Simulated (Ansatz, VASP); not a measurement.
# One calculation of Sn, two programs

The input INCAR:

```
ALGO     = Normal         # electronic algorithm
EDIFF    = 1E-7           # SCF threshold, eV
EDIFFG   = -0.01          # ionic threshold
ENCUT    = 600            # plane-wave cutoff, eV
IBRION   = 2              # ionic algorithm
ISIF     = 3              # what is computed and relaxed
ISMEAR   = -1             # smearing method
LASPH    = T              # aspherical terms in the spheres
LCHARG   = F              # write CHGCAR
LREAL    = F              # projectors in reciprocal space
LWAVE    = F              # write WAVECAR
NELM     = 60             # most SCF steps
NSW      = 60             # ionic steps
PREC     = Accurate       # precision mode
SIGMA    = 0.05           # smearing width, eV
```

KPOINTS

```
k-points
0
Gamma
  9 9 9
```

File POSCAR:

```
Sn
1.0
   -2.9401404553      2.9401404553      1.5993019889
    2.9401404553     -2.9401404553      1.5993019889
    2.9401404553      2.9401404553     -1.5993019889
Sn
2
Direct
    0.0000000000      0.0000000000      0.0000000000
    0.7500000000      0.2500000000      0.5000000000
```

input.yaml

```yaml
crystal:
  lattice:
    - [-2.9401404553, 2.9401404553, 1.5993019889]
    - [2.9401404553, -2.9401404553, 1.5993019889]
    - [2.9401404553, 2.9401404553, -1.5993019889]
  atoms:
    - { symbol: Sn, position: [0.0, 0.0, 0.0] }
    - { symbol: Sn, position: [0.75, 0.25, 0.5] }
hamiltonian:
  xc: lda
  pseudopotentials: { kind: paw }
kpoints:
  mp_grid: { grid: [9, 9, 9] }
scf:
  occupations: { method: fermi_dirac, width: 0.05 }
output:
  forces: true
  stress: true
  eigenvalues: true
  write_density: true
  write_potential: true
  elf: true
  volumetric_format: npy
relax:
  f_tol: 0.01
  max_steps: 40
  cell: { stress_tol: 0.05 }
```

Alike in both runs: task relaxation of cell and atoms; functional LDA; k mesh 9 × 9 × 9; occupations fermi-dirac, width 0.05 eV; no spin polarisation.

```csv
,VASP,Ansatz
version,VASP 6.6.1,Ansatz 0.2.0
potentials or method,"VASP PAW LDA potentials, release 64 (Sn_d)",Ansatz PAW
plane-wave cutoff (eV),600,420
valence electrons in the cell,28,28
```

|  | VASP | Ansatz | Ansatz less VASP |
| --- | --- | --- | --- |
| gap on the k mesh at the Fermi level, each at its own relaxed structure (eV) | none | none | - |
| relaxed volume (Å³/atom) | 26.21 | 26.17 | -0.037 |
| relaxed cell length with the largest relative difference (Å) | 4.382 | 4.380 | -0.0018 |

LDA's correlation is that of Perdew and Zunger in VASP and of Perdew and Wang (1992) in Ansatz. A gap of «none» marks a metal or a gap that the smearing closes.

Noted on Ansatz's run: the plane-wave basis is chosen anew once the cell has moved, so the energies of steps on either side of that aren't comparable.
